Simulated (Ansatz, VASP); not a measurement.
## Two plane-wave programs on Ge4H

Contents of INCAR:

```
SYSTEM = Ge4H
  PREC = Accurate
  ENCUT = 520
  EDIFF = 1E-6
  ISMEAR = 0
  SIGMA = 0.1
  LREAL = .False.
  LASPH = .True.
  NELM = 80
  ALGO = Normal
  ISIF = 2
  LWAVE = .False.
  LCHARG = .False.
  LDIPOL = .True.
  IDIPOL = 3
  DIPOL = 0.5 0.5 0.336
  GGA = PE
  IVDW = 12
  NBANDS = 36
```

Contents of KPOINTS:

```
regular mesh
0
Gamma
  7 7 1
  0 0 0
```

POSCAR

```
Ge4H
1.0
    4.0303587907      0.0000000000      0.0000000000
    0.0000000000      4.0303587907      0.0000000000
    0.0000000000      0.0000000000     21.6416627718
Ge H
4 1
Direct
    0.0000000000      0.5000000000      0.1848286817
    0.0000000000      0.0000000000      0.2506714513
    0.5000000000      0.0000000000      0.3196569899
    0.5000000000      0.5000000000      0.3854446333
    0.7500000000      0.5000000000      0.5379282957
```

Input for Ansatz:

```yaml
crystal:
  lattice:
    - [4.0303587907, 0.0, 0.0]
    - [0.0, 4.0303587907, 0.0]
    - [0.0, 0.0, 21.6416627718]
  atoms:
    - { symbol: Ge, position: [0.0, 0.5, 0.1848286817] }
    - { symbol: Ge, position: [0.0, 0.0, 0.2506714513] }
    - { symbol: Ge, position: [0.5, 0.0, 0.3196569899] }
    - { symbol: Ge, position: [0.5, 0.5, 0.3854446333] }
    - { symbol: H, position: [0.75, 0.5, 0.5379282957] }
basis:
  ecutwfc: 420
kpoints:
  mp_grid: { grid: [7, 7, 1] }
hamiltonian:
  xc: pbe
  pseudopotentials: { kind: paw, azcp: { folder: soft_1 } }
  dispersion: d3bj
scf:
  occupations: { method: gaussian, width: 0.1 }
output:
  forces: true
  eigenvalues: true
efield:
  axis: 3
  dipole_correction: true
  ramp_width: 0.04
```

Alike in both runs: task single point; functional PBE; dispersion D3(BJ); k mesh 7 × 7 × 1; occupations gaussian, width 0.1 eV; no spin polarisation.

|  | VASP | Ansatz |
| --- | --- | --- |
| version | VASP 6.6.1 | Ansatz 0.2.0 |
| potentials or method | VASP PAW PBE potentials, release 64 (Ge_d, H), cutoff 520 eV | scalar-relativistic, plane waves, PAW |
| valence electrons in the cell | 57 | 57 |

```tsv
	VASP	Ansatz	Ansatz less VASP
gap on the k mesh at the Fermi level (eV)	none	none	-
rms of the force components (eV/Å)	0.225	0.224	-0.0006
```

Atom by atom the forces differ by 0.001 eV/Å (rms over components). A gap of «none» marks a metal or a gap that the smearing closes.
